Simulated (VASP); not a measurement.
Wanted: the native input for a VASP 6.6.1 run.

* Task: single point
* Functional: PBE
* Potentials or basis: VASP PAW PBE potentials, release 64 (K_sv, Br)
* Cutoff: 520 eV
* k mesh: 4 × 4 × 4
* Occupations: gaussian, width 0.01 eV
* Spin: no spin polarisation
* Dipole correction: no
* Further INCAR settings: ALGO = Normal; EDIFF = 1e-07; NBANDS = 15

The structure of KBr lies in POSCAR:

```
KBr
1.0
    0.0000000000      3.3024387010      3.3024387010
    3.3024387010      0.0000000000      3.3024387010
    3.3024387010      3.3024387010      0.0000000000
K Br
1 1
Direct
    0.0000000000      0.0000000000      0.0000000000
    0.5000000000      0.5000000000      0.5000000000
```

The input as run:

INCAR

```
SYSTEM = KBr
ALGO = Normal
EDIFF = 1E-7
ENCUT = 520
GGA = PE
ISIF = 2
ISMEAR = 0
LASPH = .TRUE.
LCHARG = .FALSE.
LREAL = .FALSE.
LWAVE = .FALSE.
NBANDS = 15
NELM = 80
PREC = Accurate
SIGMA = 0.01
```

KPOINTS

```
k-points
0
G
  4 4 4
  0 0 0
```

Potentials or basis: VASP PAW PBE potentials, release 64 (K_sv, Br).

Launch:

```console
$ cat potpaw_PBE.64/K_sv/POTCAR potpaw_PBE.64/Br/POTCAR > POTCAR
$ mpirun -np 1 vasp_std > vasp.out
```

Results of the run:

```yaml
Pressure: 0.7 GPa
Band_gap_on_the_k_mesh: 4.43 eV, direct
```

Wall time 14 s on 1 thread of Intel(R) Xeon(R) Platinum 8488C (Sapphire Rapids), with other jobs on the host, peak memory 0.19 GiB.
